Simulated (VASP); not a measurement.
# ScAl3 (Pm-3m) in VASP: further runs, part 2 of 3

VASP 6.6.1. Earlier steps stand in the parts before.

### Step 3. Single point, revPBE

The input, INCAR:

```
SYSTEM = ScAl3
PREC = Accurate ; ENCUT = 520
EDIFF = 1E-7 ; ISMEAR = -1
SIGMA = 0.1 ; LREAL = .FALSE.
LASPH = .TRUE. ; NELM = 60
ALGO = Normal ; ISIF = 2
LWAVE = .FALSE. ; LCHARG = .TRUE.
GGA = RE ; LELF = .TRUE.
LVHAR = .TRUE. ; NBANDS = 18
```

The input, KPOINTS:

```
regular mesh
0
G
  6 6 6
  0 0 0
```

The input, POSCAR:

```
ScAl3
1.0
    4.0878070000      0.0000000000      0.0000000000
    0.0000000000      4.0878070000      0.0000000000
    0.0000000000      0.0000000000      4.0878070000
Sc Al
1 3
Direct
    0.0000000000      0.0000000000      0.0000000000
    0.5000000000      0.0000000000      0.5000000000
    0.0000000000      0.5000000000      0.5000000000
    0.5000000000      0.5000000000      0.0000000000
```

Potentials or basis: VASP PAW PBE potentials, release 64 (Sc_sv, Al).

Run with:

```
$ cat potpaw_PBE.64/Sc_sv/POTCAR potpaw_PBE.64/Al/POTCAR > POTCAR
$ mpirun -np 1 vasp_std > vasp.out
```

OUTCAR:

```text
SYSTEM = ScAl3
   PREC = Accurate
   ENCUT = 520
   EDIFF = 1E-7
   ISMEAR = -1
   LREAL = .FALSE.
   LASPH = .TRUE.
   NELM = 60
   ISIF = 2
   GGA = RE

 ion  position               nearest neighbor table
   1  0.000  0.000  0.000-   2 2.89   3 2.89   4 2.89   2 2.89   3 2.89   3 2.89   4 2.89   3 2.89
                             2 2.89   4 2.89   2 2.89   4 2.89
   2  0.500  0.000  0.500-   1 2.89   3 2.89   4 2.89   1 2.89   4 2.89   3 2.89   4 2.89   4 2.89
                             1 2.89   3 2.89   1 2.89   3 2.89
   3  0.000  0.500  0.500-   1 2.89   2 2.89   4 2.89   1 2.89   4 2.89   1 2.89   2 2.89   1 2.89
                             2 2.89   4 2.89   4 2.89   2 2.89
   4  0.500  0.500  0.000-   1 2.89   2 2.89   3 2.89   2 2.89   3 2.89   1 2.89   2 2.89   2 2.89
                             1 2.89   3 2.89   3 2.89   1 2.89

  LATTYP: Found a simple cubic cell.
 ALAT       =     4.0878070000

  Lattice vectors:

 A1 = (   4.0878070000,   0.0000000000,   0.0000000000)
 A2 = (   0.0000000000,   4.0878070000,   0.0000000000)
 A3 = (   0.0000000000,   0.0000000000,   4.0878070000)

Analysis of symmetry for initial positions (statically):
=====================================================================
 Subroutine PRICEL returns:
 Original cell was already a primitive cell.

 Routine SETGRP: Setting up the symmetry group for a
 simple cubic supercell.

 Subroutine GETGRP returns: Found 48 space group operations
 (whereof 48 operations were pure point group operations)
 out of a pool of 48 trial point group operations.

The static configuration has the point symmetry O_h .

Analysis of symmetry for dynamics (positions and initial velocities):
=====================================================================
 Subroutine PRICEL returns:
 Original cell was already a primitive cell.

 Routine SETGRP: Setting up the symmetry group for a
 simple cubic supercell.

 Subroutine GETGRP returns: Found 48 space group operations
 (whereof 48 operations were pure point group operations)
 out of a pool of 48 trial point group operations.

The dynamic configuration has the point symmetry O_h .

 Subroutine INISYM returns: Found 48 space group operations
 (whereof 48 operations are pure point group operations),
 and found     1 'primitive' translations

----------------------------------------------------------------------------------------

                                     Primitive cell

  volume of cell :      68.3079

  direct lattice vectors                    reciprocal lattice vectors
     4.087807000  0.000000000  0.000000000     0.244629945  0.000000000  0.000000000
     0.000000000  4.087807000  0.000000000     0.000000000  0.244629945  0.000000000
     0.000000000  0.000000000  4.087807000     0.000000000  0.000000000  0.244629945

  length of vectors
     4.087807000  4.087807000  4.087807000     0.244629945  0.244629945  0.244629945

  position of ions in fractional coordinates (direct lattice)
     0.000000000  0.000000000  0.000000000
     0.500000000  0.000000000  0.500000000
     0.000000000  0.500000000  0.500000000
     0.500000000  0.500000000  0.000000000

  ion indices of the primitive-cell ions
   primitive index   ion index
                 1           1
[... 27 lines left out ...]

 Found     20 irreducible k-points:

 Following reciprocal coordinates:
            Coordinates               Weight
  0.000000  0.000000  0.000000      1.000000
  0.166667  0.000000  0.000000      6.000000
  0.333333  0.000000  0.000000      6.000000
  0.500000  0.000000  0.000000      3.000000
  0.166667  0.166667  0.000000     12.000000
  0.333333  0.166667  0.000000     24.000000
[... 12 lines left out ...]
  0.500000  0.500000  0.333333      6.000000
  0.500000  0.500000  0.500000      1.000000
   k-points           NKPTS =     20   k-points in BZ     NKDIM =     20   number of bands    NBANDS=     18
   number of dos      NEDOS =    301   number of ions     NIONS =      4
   total plane-waves  NPLWV =  27000
   dimension x,y,z NGX =    30 NGY =   30 NGZ =   30
   dimension x,y,z NGXF=    60 NGYF=   60 NGZF=   60
   ions per type =               1   3
   NGX,Y,Z   is equivalent  to a cutoff of  12.20, 12.20, 12.20 a.u.
   NGXF,Y,Z  is equivalent  to a cutoff of  24.40, 24.40, 24.40 a.u.
 SYSTEM =  ScAl3
   PREC   = accura    normal or accurate (medium, high low for compatibility)
   ISTART =      0    job   : 0-new  1-cont  2-samecut
   ICHARG =      2    charge: 1-file 2-atom 10-const
   ISPIN  =      1    spin polarized calculation?
   LNONCOLLINEAR =      F non collinear calculations
   LSORBIT =      F    spin-orbit coupling
   LASPH  =      T    aspherical Exc in radial PAW
   ENCUT  =  520.0 eV  38.22 Ry    6.18 a.u.   7.60  7.60  7.60*2*pi/ulx,y,z
   NELM   =     60;   NELMIN=  2; NELMDL= -5     # of ELM steps
   EDIFF  = 0.1E-06   stopping-criterion for ELM
   LREAL  =      F    real-space projection
   EDIFFG = 0.1E-05   stopping-criterion for IOM
   NSW    =      0    number of steps for IOM
   IBRION =     -1    ionic relax: 0-MD 1-quasi-New 2-CG
   NFREE  =      0    steps in history (QN), initial steepest desc. (CG)
   ISIF   =      2    stress and relaxation
   ISYM   =      2    0-nonsym 1-usesym 2-fastsym
   POTIM  = 0.5000    time-step for ionic-motion
   TEBEG  =    0.0;   TEEND  =   0.0 temperature during run
   PSTRESS=    0.0 pullay stress
   NELECT =      20.0000    total number of electrons
   NUPDOWN=      -1.0000    fix difference up-down
   EMIN   =  10.00;   EMAX   =-10.00  energy-range for DOS
   EFERMI =   0.00;   METHOD = LEGACY
   ISMEAR =    -1;   SIGMA  =   0.10  broadening in eV -4-tet -1-fermi 0-gaus
   EFERMI_NEDOS =   21; number of points for ismear=-14 and -15
   IALGO  =     38    algorithm
   IMIX   =      4    mixing-type and parameters
     AMIX     =   0.40;   BMIX     =  1.00
     AMIX_MAG =   1.60;   BMIX_MAG =  1.00
  volume/ion in A,a.u.               =      17.08       115.24
  Fermi-wavevector in a.u.,A,eV,Ry     =   1.087079  2.054281 16.078560  1.181741
  Thomas-Fermi vector in A             =   2.223230
   LORBIT       =      0    0 simple, 1 ext, 2 COOP (PROOUT), +10 PAW based schemes
   GGA     = RE    functional components
   LHFCALC =     F    Hartree Fock is set to
   AEXX    =    0.0000 exact exchange contribution
   IVDW    =     0    specifies the selected vdW correction
   LEPSILON=     F    determine dielectric tensor
   LRPA    =     F    only Hartree local field effects (RPA)
 non-spin polarized calculation
  energy-cutoff  :      520.00
  volume of cell :       68.31
 maximum number of plane-waves:      1856
   NGX = 15   NGY = 15   NGZ = 15

 number of electron      19.9999996 magnetization

 Free energy of the ion-electron system (eV)
  ---------------------------------------------------
  ext. energy  EPLUGINS =         0.00000000
  ---------------------------------------------------
  free energy    TOTEN  =       -18.41406590 eV

  energy without entropy =      -18.36291867  energy(sigma->0) =      -18.38849228

 E-fermi :   7.4414     XC(G=0): -10.3609

 val. band max:        7.1561734878   @ k =   0.3333   0.3333   0.0000
 cond. band min:       7.4476474721   @ k =   0.5000   0.3333   0.1667
 fundamental gap:      0.2914739842
 Fermi energy:         7.4413512191

 k-point     1 :       0.0000    0.0000    0.0000
  band No.  band energies     occupation
      1     -41.7124      2.00000
      2     -20.3671      2.00000
      3     -20.3671      2.00000
      4     -20.3671      2.00000
      5      -2.6813      2.00000
      6       4.7414      2.00000
[... 397 lines left out ...]
      5       2.5676      2.00000
      6       2.5676      2.00000
[... 10 lines left out ...]
     17      11.4085      0.00000
     18      18.3332      0.00000

------------------------ aborting loop because EDIFF is reached ----------------------------------------

  FORCE on cell =-STRESS in cart. coord.  units (eV):
  Direction    XX          YY          ZZ          XY          YZ          ZX
  --------------------------------------------------------------------------------------
  -------------------------------------------------------------------------------------
  Total        1.1637797      1.1637797      1.1637797      0.0000000      0.0000000      0.0000000
  in kB       27.2967037     27.2967037     27.2967037      0.0000000      0.0000000      0.0000000
  external PRESSURE =      27.2967037 kB  Pullay stress =       0.0000000 kB

 VOLUME and BASIS-vectors are now :
 -----------------------------------------------------------------------------
  energy-cutoff  :      520.00
  volume of cell :       68.31
      direct lattice vectors                 reciprocal lattice vectors
     4.087807000  0.000000000  0.000000000     0.244629945  0.000000000  0.000000000
     0.000000000  4.087807000  0.000000000     0.000000000  0.244629945  0.000000000
     0.000000000  0.000000000  4.087807000     0.000000000  0.000000000  0.244629945

 POSITION                                       TOTAL-FORCE (eV/Angst)
 -----------------------------------------------------------------------------------
      0.00000      0.00000      0.00000         0.000000      0.000000      0.000000
      2.04390      0.00000      2.04390         0.000000      0.000000      0.000000
      0.00000      2.04390      2.04390         0.000000      0.000000      0.000000
      2.04390      2.04390      0.00000         0.000000      0.000000      0.000000
 -----------------------------------------------------------------------------------
    total drift:                               -0.000000     -0.000000      0.000000

  FREE ENERGIE OF THE ION-ELECTRON SYSTEM (eV)
  ---------------------------------------------------
  free  energy   TOTEN  =       -18.4140658969 eV

  energy  without entropy=      -18.3629186731  energy(sigma->0) =      -18.38849228
```

stdout:

```text
POSCAR found type information on POSCAR ScAl
 POSCAR found :  2 types and       4 ions
 scaLAPACK will be used
 -----------------------------------------------------------------------------
|                                                                             |
|                                                                             |
|     You enforced a specific xc type in the INCAR file but a different       |
|     I HOPE YOU KNOW WHAT YOU ARE DOING!                                     |
|                                                                             |
 -----------------------------------------------------------------------------

 LDA part: xc-table for (Slater+PW92), standard interpolation
 POSCAR, INCAR and KPOINTS ok, starting setup
 FFT: planning ... GRIDC
 FFT: planning ... GRID_SOFT
 FFT: planning ... GRID
 WAVECAR not read
 entering main loop
```

Wall time 24 s (1 thread of AMD EPYC 7R13 (Zen 3), shared host); peak memory 0.14 GiB.

What came out:

| Property | Result |
| --- | --- |
| Free energy | -18.4141 eV |
| Pressure | 2.7 GPa |
| Band gap on the k mesh | zero (band 10 reaches 8.28 eV, above the bottom of band 11 at 4.37 eV) |

Levels at points of the mesh, in eV from the Fermi level:
| k point | band 8 | band 9 | band 10 | band 11 | band 12 | band 13 |
| --- | --- | --- | --- | --- | --- | --- |
| (0.00, 0.00, 0.00) | -1.92 | -1.92 | -1.92 | 1.16 | 1.22 | 1.22 |
| (0.50, 0.00, 0.00) | -1.81 | -1.57 | 0.84 | 0.90 | 0.90 | 1.25 |
| (0.50, 0.50, 0.00) | -4.46 | -0.63 | -0.63 | 1.10 | 1.30 | 2.02 |
| (0.50, 0.50, 0.50) | -4.58 | -3.07 | -3.07 | -3.07 | 0.87 | 2.55 |

Caveat: the PAW data sets were made with another functional, which shifts forces and pressure a little.

(Part 2 of 3 ends here.)
